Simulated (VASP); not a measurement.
## In7P8 (a cell with a defect): single point with PBE

Crystal: In7P8 (a cell with a defect).

```
P In
1.0
     0.00000    5.79312    5.79312
     5.79312    0.00000    5.79312
     5.79312    5.79312    0.00000
P In
8 7
Cartesian
  1.4113 1.4753 1.4256
  4.4004 4.3913 1.5383
  4.2128 1.3989 4.4012
  7.1951 4.2392 4.4548
  1.6953 4.7199 3.9742
  4.4004 7.1558 4.3028
  4.2128 4.2929 7.2951
  7.3194 6.7952 7.6919
  0.0604 -0.0778 -0.0876
  3.0364 2.8598 0.0411
  2.7417 -0.0416 2.9425
  5.7693 2.7818 2.9298
  0.0604 2.9886 2.9787
  2.7745 2.7107 5.9834
  5.7693 5.7642 5.9122
```

- Program: VASP 6.6.1
- Task: single point
- Functional: PBE
- Potentials or basis: VASP PAW PBE potentials, release 64 (P, In_d)
- Cutoff: 520 eV
- k mesh: 2 × 2 × 2
- Occupations: fermi-dirac, width 0.1 eV
- Spin: no spin polarisation
- Dipole correction: no
- Further INCAR settings: LREAL = Auto; ALGO = Normal; EDIFF = 1e-06; NBANDS = 78

* Pressure: 1.2 GPa
* Largest force: 0.013 eV/Å

Forces in eV/Å, atoms in the order of the input:
```
P    0.000  0.003 -0.003
P   -0.004  0.000 -0.004
P    0.005 -0.004 -0.004
P    0.002 -0.004  0.004
P   -0.011 -0.004  0.004
P   -0.004  0.004  0.000
P    0.005  0.004  0.004
P   -0.003  0.007 -0.007
In   0.000 -0.006 -0.002
In   0.009  0.001 -0.001
In  -0.003  0.004 -0.004
In   0.006 -0.004 -0.004
In   0.000  0.002  0.006
In  -0.009 -0.005  0.005
In   0.006  0.004  0.004
```

Stress tensor (GPa, compression positive):
```
 1.88 -0.03  0.03
-0.03  0.90  1.38
 0.03  1.38  0.90
```

Levels at points of the mesh, in eV from the Fermi level:
| k point | band 63 | band 64 | band 65 | band 66 | band 67 | band 68 |
| --- | --- | --- | --- | --- | --- | --- |
| (0.00, 0.00, 0.00) | -0.30 | -0.30 | 0.23 | 0.26 | 0.61 | 1.07 |
| (0.50, 0.00, 0.00) | -0.89 | -0.29 | -0.25 | -0.04 | 0.44 | 1.42 |
| (0.00, 0.50, 0.00) | -0.93 | -0.35 | -0.25 | 0.18 | 0.19 | 2.20 |
| (0.00, 0.00, 0.50) | -0.99 | -0.33 | -0.21 | 0.16 | 0.24 | 2.25 |
| (0.50, 0.50, 0.00) | -0.97 | -0.82 | -0.44 | -0.27 | 0.01 | 2.83 |
| (0.00, 0.50, 0.50) | -0.99 | -0.89 | -0.47 | -0.17 | 0.22 | 1.59 |

It took 2.8 min on 1 thread of Intel(R) Xeon(R) 6975P-C (Granite Rapids), on a shared host, peak memory 0.59 GiB.

Caveat: the k points lie up to 0.47 Å⁻¹ apart; spin-orbit coupling is left out, which moves the levels of the heavy elements.
